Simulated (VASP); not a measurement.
# MgS (Fm-3m) in VASP: further runs, part 3 of 3

VASP 6.6.1. Earlier steps stand in the parts before.

### Step 5. Electric field gradients, PBEsol (volume scaled by 1.06)

The input, INCAR:

```
SYSTEM = MgS
  PREC = Accurate
  ENCUT = 520
  EDIFF = 1E-8
  ISMEAR = -1
  SIGMA = 0.03
  LREAL = .False.
  LASPH = .True.
  NELM = 60
  ALGO = Normal
  ISIF = 2
  LWAVE = .False.
  LCHARG = .False.
  GGA = PS
  LEFG = .True.
  NBANDS = 11
```

The input, KPOINTS:

```
Automatic mesh
0
Gamma
  10 10 10
  0 0 0
```

The input, POSCAR:

```
MgS
1.0
    0.0000000000      2.6526756994      2.6526756994
    2.6526756994      0.0000000000      2.6526756994
    2.6526756994      2.6526756994      0.0000000000
Mg S
1 1
Direct
    0.0000000000      0.0000000000      0.0000000000
    0.5000000000      0.5000000000      0.5000000000
```

Potentials or basis: VASP PAW PBE potentials, release 64 (Mg, S).

Started as:

```bash
> cat potpaw_PBE.64/Mg/POTCAR potpaw_PBE.64/S/POTCAR > POTCAR
> mpirun -np 1 vasp_std > vasp.out
```

OUTCAR:

```text
SYSTEM = MgS
   PREC = Accurate
   ENCUT = 520
   EDIFF = 1E-8
   ISMEAR = -1
   LREAL = .False.
   LASPH = .True.
   NELM = 60
   ISIF = 2
   GGA = PS

 ion  position               nearest neighbor table
   1  0.000  0.000  0.000-   2 2.65   2 2.65   2 2.65   2 2.65   2 2.65   2 2.65
   2  0.500  0.500  0.500-   1 2.65   1 2.65   1 2.65   1 2.65   1 2.65   1 2.65

  LATTYP: Found a face centered cubic cell.
 ALAT       =     5.3053513988

  Lattice vectors:

 A1 = (   0.0000000000,   2.6526756994,   2.6526756994)
 A2 = (   2.6526756994,   0.0000000000,   2.6526756994)
 A3 = (   2.6526756994,   2.6526756994,   0.0000000000)

Analysis of symmetry for initial positions (statically):
=====================================================================
 Subroutine PRICEL returns:
 Original cell was already a primitive cell.

 Routine SETGRP: Setting up the symmetry group for a
 face centered cubic supercell.

[... 524 lines left out ...]
      direct lattice vectors                 reciprocal lattice vectors
     0.000000000  2.652675699  2.652675699    -0.188488928  0.188488928  0.188488928
     2.652675699  0.000000000  2.652675699     0.188488928 -0.188488928  0.188488928
     2.652675699  2.652675699  0.000000000     0.188488928  0.188488928 -0.188488928

 POSITION                                       TOTAL-FORCE (eV/Angst)
 -----------------------------------------------------------------------------------
      0.00000      0.00000      0.00000         0.000000     -0.000000      0.000000
      2.65268      2.65268      2.65268        -0.000000      0.000000     -0.000000
 -----------------------------------------------------------------------------------
    total drift:                                0.000000      0.000000      0.000000

  FREE ENERGIE OF THE ION-ELECTRON SYSTEM (eV)
  ---------------------------------------------------
  free  energy   TOTEN  =        -9.0324689513 eV

  energy  without entropy=       -9.0324689513  energy(sigma->0) =       -9.03246895

 Electric field gradients (V/A^2)
---------------------------------------------------------------------
 ion       V_xx      V_yy      V_zz      V_xy      V_xz      V_yz
---------------------------------------------------------------------
   1       0.000     0.000     0.000    -0.000    -0.000    -0.000
   2       0.000     0.000     0.000    -0.000    -0.000    -0.000
---------------------------------------------------------------------

 Electric field gradients after diagonalization (V/A^2)
 (convention: |V_zz| > |V_xx| > |V_yy|)
----------------------------------------------------------------------
 ion       V_xx      V_yy      V_zz     asymmetry (V_yy - V_xx)/ V_zz
----------------------------------------------------------------------
   1       0.000     0.000    -0.000       0.000
   2       0.000     0.000    -0.001       0.000
----------------------------------------------------------------------

           NMR quadrupolar parameters

 Cq : quadrupolar parameter    Cq=e*Q*V_zz/h
 eta: asymmetry parameters     (V_yy - V_xx)/ V_zz
 Q  : nuclear electric quadrupole moment in mb (millibarn)
----------------------------------------------------------------------
 ion       Cq(MHz)       eta       Q (mb)
----------------------------------------------------------------------
   1      -0.000       0.000       1.000
   2      -0.000       0.000       1.000
----------------------------------------------------------------------
```

OSZICAR:

```text
N       E                     dE             d eps       ncg     rms          rms(c)
DAV:   1     0.205622559030E+02    0.20562E+02   -0.35520E+03  1082   0.595E+02
DAV:   2    -0.798720556873E+01   -0.28549E+02   -0.26619E+02  1330   0.960E+01
DAV:   3    -0.941593074528E+01   -0.14287E+01   -0.14260E+01  1300   0.230E+01
DAV:   4    -0.942524660882E+01   -0.93159E-02   -0.93151E-02  1218   0.222E+00
DAV:   5    -0.942532686966E+01   -0.80261E-04   -0.80260E-04  1278   0.205E-01    0.388E+00
DAV:   6    -0.907787580765E+01    0.34745E+00   -0.77124E-01  1186   0.331E+00    0.290E+00
DAV:   7    -0.903611033861E+01    0.41765E-01   -0.18369E-01  1244   0.177E+00    0.184E+00
DAV:   8    -0.903275159103E+01    0.33587E-02   -0.11862E-02  1124   0.626E-01    0.732E-01
DAV:   9    -0.903248498967E+01    0.26660E-03   -0.60276E-04  1202   0.132E-01    0.331E-01
DAV:  10    -0.903246776079E+01    0.17229E-04   -0.15798E-04  1208   0.553E-02    0.306E-02
DAV:  11    -0.903246931134E+01   -0.15505E-05   -0.27540E-06  1296   0.962E-03    0.192E-02
DAV:  12    -0.903246911636E+01    0.19498E-06   -0.13306E-07  1213   0.192E-03    0.766E-03
DAV:  13    -0.903246894527E+01    0.17109E-06   -0.16702E-07  1223   0.174E-03    0.175E-04
DAV:  14    -0.903246895131E+01   -0.60446E-08   -0.18196E-09   670   0.287E-04
   1 F= -.90324690E+01 E0= -.90324690E+01  d E =-.429231E-10
```

Run time: 50 s. Hardware: 1 thread of AMD EPYC 7R13, shared host; peak memory 0.14 GiB.

Results:

| Item | Value |
| --- | --- |
| Free energy | -9.0325 eV |
| Pressure | -5.0 GPa |
| Band gap on the k mesh | 2.58 eV, indirect (least direct gap 3.16 eV) |

Levels at points of the mesh, in eV from the valence-band top:
```
           k point  band 2  band 3  band 4  band 5  band 6  band 7
(0.00, 0.00, 0.00)    0.00    0.00    0.00    3.16    7.88    7.88
(0.50, 0.00, 0.00)   -4.59   -0.54   -0.54    4.31    6.75    6.75
(0.50, 0.50, 0.00)   -3.96   -1.58   -1.58    2.58    4.41   11.31
```

Caveat: without QUAD_EFG the Cq values of the log hold for a quadrupole moment of 1 mb, not for the nuclei; the PAW data sets were made with another functional, which shifts forces and pressure a little.

### Step 6. Electric field gradients, PBEsol (volume scaled by 1.06)

The input, INCAR:

```
ALGO     = Normal         # electronic algorithm
EDIFF    = 1E-8           # SCF threshold, eV
ENCUT    = 520            # plane-wave cutoff, eV
GGA      = PS             # functional
ISIF     = 2              # what is computed and relaxed
ISMEAR   = -1             # smearing method
LASPH    = True           # aspherical terms in the spheres
LCHARG   = False          # write CHGCAR
LEFG     = True         
LREAL    = False          # projectors in reciprocal space
LWAVE    = False          # write WAVECAR
NBANDS   = 11             # bands
NELM     = 80             # most SCF steps
PREC     = Accurate       # precision mode
SIGMA    = 0.03           # smearing width, eV
```

The input, KPOINTS:

```
k-points
0
Gamma
  10 10 10
```

POSCAR is that of step 5.

Potentials or basis: VASP PAW PBE potentials, release 64 (Mg, S).

Started as:

```bash
> cat potpaw_PBE.64/Mg/POTCAR potpaw_PBE.64/S/POTCAR > POTCAR
> mpirun -np 1 vasp_std > vasp.out
```

OUTCAR:

```text
EDIFF = 1E-8
   ENCUT = 520
   GGA = PS
   ISIF = 2
   ISMEAR = -1
   LASPH = True
   LREAL = False
   NELM = 80
   PREC = Accurate

 ion  position               nearest neighbor table
   1  0.000  0.000  0.000-   2 2.65   2 2.65   2 2.65   2 2.65   2 2.65   2 2.65
   2  0.500  0.500  0.500-   1 2.65   1 2.65   1 2.65   1 2.65   1 2.65   1 2.65

  LATTYP: Found a face centered cubic cell.
 ALAT       =     5.3053513988

  Lattice vectors:

 A1 = (   0.0000000000,   2.6526756994,   2.6526756994)
 A2 = (   2.6526756994,   0.0000000000,   2.6526756994)
 A3 = (   2.6526756994,   2.6526756994,   0.0000000000)

Analysis of symmetry for initial positions (statically):
=====================================================================
 Subroutine PRICEL returns:
 Original cell was already a primitive cell.

 Routine SETGRP: Setting up the symmetry group for a
 face centered cubic supercell.

 Subroutine GETGRP returns: Found 48 space group operations
 (whereof 48 operations were pure point group operations)
 out of a pool of 48 trial point group operations.

The static configuration has the point symmetry O_h .

Analysis of symmetry for dynamics (positions and initial velocities):
=====================================================================
 Subroutine PRICEL returns:
 Original cell was already a primitive cell.

 Routine SETGRP: Setting up the symmetry group for a
 face centered cubic supercell.

 Subroutine GETGRP returns: Found 48 space group operations
 (whereof 48 operations were pure point group operations)
 out of a pool of 48 trial point group operations.

The dynamic configuration has the point symmetry O_h .

 Subroutine INISYM returns: Found 48 space group operations
 (whereof 48 operations are pure point group operations),
 and found     1 'primitive' translations

----------------------------------------------------------------------------------------

                                     Primitive cell

  volume of cell :      37.3321

  direct lattice vectors                    reciprocal lattice vectors
     0.000000000  2.652675699  2.652675699    -0.188488928  0.188488928  0.188488928
     2.652675699  0.000000000  2.652675699     0.188488928 -0.188488928  0.188488928
     2.652675699  2.652675699  0.000000000     0.188488928  0.188488928 -0.188488928

  length of vectors
     3.751449951  3.751449951  3.751449951     0.326472401  0.326472401  0.326472401

  position of ions in fractional coordinates (direct lattice)
     0.000000000  0.000000000  0.000000000
     0.500000000  0.500000000  0.500000000

  ion indices of the primitive-cell ions
   primitive index   ion index
                 1           1
                 2           2

----------------------------------------------------------------------------------------

 KPOINTS: k-points

Automatic generation of k-mesh.
 Grid dimensions read from file:
[... 74 lines left out ...]
   TEBEG  =    0.0;   TEEND  =   0.0 temperature during run
   PSTRESS=    0.0 pullay stress
   NELECT =       8.0000    total number of electrons
   NUPDOWN=      -1.0000    fix difference up-down
   EMIN   =  10.00;   EMAX   =-10.00  energy-range for DOS
   EFERMI =   0.00;   METHOD = LEGACY
   ISMEAR =    -1;   SIGMA  =   0.03  broadening in eV -4-tet -1-fermi 0-gaus
   EFERMI_NEDOS =   21; number of points for ismear=-14 and -15
   IALGO  =     38    algorithm
   IMIX   =      4    mixing-type and parameters
     AMIX     =   0.40;   BMIX     =  1.00
     AMIX_MAG =   1.60;   BMIX_MAG =  1.00
  volume/ion in A,a.u.               =      18.67       125.96
  Fermi-wavevector in a.u.,A,eV,Ry     =   0.979664  1.851297 13.058088  0.959742
  Thomas-Fermi vector in A             =   2.110535
   LORBIT       =      0    0 simple, 1 ext, 2 COOP (PROOUT), +10 PAW based schemes
   GGA     = PS    functional components
   LHFCALC =     F    Hartree Fock is set to
   AEXX    =    0.0000 exact exchange contribution
   IVDW    =     0    specifies the selected vdW correction
   LEPSILON=     F    determine dielectric tensor
   LRPA    =     F    only Hartree local field effects (RPA)
 non-spin polarized calculation
  energy-cutoff  :      520.00
  volume of cell :       37.33
 maximum number of plane-waves:      1018
   NGX = 13   NGY = 13   NGZ = 13

 number of electron       8.0000001 magnetization

 Free energy of the ion-electron system (eV)
  ---------------------------------------------------
  ext. energy  EPLUGINS =         0.00000000
  ---------------------------------------------------
  free energy    TOTEN  =        -9.03246895 eV

  energy without entropy =       -9.03246895  energy(sigma->0) =       -9.03246895

 E-fermi :   3.7478     XC(G=0):  -9.5980

 val. band max:        3.1711072011   @ k =   0.0000   0.0000   0.0000
 cond. band min:       5.7530316436   @ k =   0.5000   0.5000   0.0000
 fundamental gap:      2.5819244426
 Fermi energy:         3.7477779745

 k-point     1 :       0.0000    0.0000    0.0000
  band No.  band energies     occupation
      1      -9.1916      2.00000
      2       3.1711      2.00000
      3       3.1711      2.00000
      4       3.1711      2.00000
      5       6.3273      0.00000
      6      11.0540      0.00000
      7      11.0540      0.00000
      8      11.0540      0.00000
      9      13.4125      0.00000
     10      13.4125      0.00000
     11      15.3248      0.00000
[... 309 lines left out ...]
 k-point    24 :       0.4000    0.3000    0.0000
  band No.  band energies     occupation
      1      -8.0268      2.00000
      2      -0.2603      2.00000
      3       1.6374      2.00000
      4       1.8943      2.00000
      5       6.8939      0.00000
      6       8.3696      0.00000
      7      12.1484      0.00000
      8      13.3896      0.00000
      9      14.7199      0.00000
     10      16.1558      0.00000
     11      19.2771      0.00000

 [... further k-points ...]
[... 5 lines left out ...]
  --------------------------------------------------------------------------------------
  -------------------------------------------------------------------------------------
  Total       -1.1587622     -1.1587622     -1.1587622     -0.0000000     -0.0000000      0.0000000
  in kB      -49.7304526    -49.7304526    -49.7304526     -0.0000000     -0.0000000      0.0000000
  external PRESSURE =     -49.7304526 kB  Pullay stress =       0.0000000 kB

 VOLUME and BASIS-vectors are now :
 -----------------------------------------------------------------------------
  energy-cutoff  :      520.00
  volume of cell :       37.33
      direct lattice vectors                 reciprocal lattice vectors
     0.000000000  2.652675699  2.652675699    -0.188488928  0.188488928  0.188488928
     2.652675699  0.000000000  2.652675699     0.188488928 -0.188488928  0.188488928
     2.652675699  2.652675699  0.000000000     0.188488928  0.188488928 -0.188488928

 POSITION                                       TOTAL-FORCE (eV/Angst)
 -----------------------------------------------------------------------------------
      0.00000      0.00000      0.00000         0.000000     -0.000000      0.000000
      2.65268      2.65268      2.65268        -0.000000      0.000000     -0.000000
 -----------------------------------------------------------------------------------
    total drift:                                0.000000      0.000000      0.000000

  FREE ENERGIE OF THE ION-ELECTRON SYSTEM (eV)
  ---------------------------------------------------
  free  energy   TOTEN  =        -9.0324689513 eV

  energy  without entropy=       -9.0324689513  energy(sigma->0) =       -9.03246895

 Electric field gradients (V/A^2)
---------------------------------------------------------------------
 ion       V_xx      V_yy      V_zz      V_xy      V_xz      V_yz
---------------------------------------------------------------------
   1       0.000     0.000     0.000    -0.000    -0.000    -0.000
   2       0.000     0.000     0.000    -0.000    -0.000    -0.000
---------------------------------------------------------------------

 Electric field gradients after diagonalization (V/A^2)
 (convention: |V_zz| > |V_xx| > |V_yy|)
----------------------------------------------------------------------
 ion       V_xx      V_yy      V_zz     asymmetry (V_yy - V_xx)/ V_zz
----------------------------------------------------------------------
   1       0.000     0.000    -0.000       0.000
   2       0.000     0.000    -0.001       0.000
----------------------------------------------------------------------

           NMR quadrupolar parameters

 Cq : quadrupolar parameter    Cq=e*Q*V_zz/h
 eta: asymmetry parameters     (V_yy - V_xx)/ V_zz
 Q  : nuclear electric quadrupole moment in mb (millibarn)
----------------------------------------------------------------------
 ion       Cq(MHz)       eta       Q (mb)
----------------------------------------------------------------------
   1      -0.000       0.000       1.000
   2      -0.000       0.000       1.000
----------------------------------------------------------------------
```

Wall time 52 s (1 thread of AMD EPYC 7R13, shared host); peak memory 0.14 GiB.

Results:

* Free energy: -9.0325 eV
* Pressure: -5.0 GPa
* Band gap on the k mesh: 2.58 eV, indirect (least direct gap 3.16 eV)

Caveat: without QUAD_EFG the Cq values of the log hold for a quadrupole moment of 1 mb, not for the nuclei; the PAW data sets were made with another functional, which shifts forces and pressure a little. A k mesh can miss the band edges.

### Step 7. The runs side by side

```csv
cell,gap on the mesh (eV),pressure (GPa)
"a = 3.704 Å, angles 60.0°, 2 atoms",2.66,-2.5
"a = 3.728 Å, angles 60.0°, 2 atoms",2.62,-3.8
"a = 3.751 Å, angles 60.0°, 2 atoms",2.58,-5.0
```

Alike in all rows: task electric field gradients; level PBEsol; potentials or basis VASP PAW PBE potentials, release 64 (Mg, S); no spin polarisation; k mesh 10 × 10 × 10; cutoff (eV) 520; smearing fermi-dirac 0.03 eV.

Caveats: the PAW data sets were made with another functional, which shifts forces and pressure a little.

Absolute energies hang on the potentials; compare differences alone.
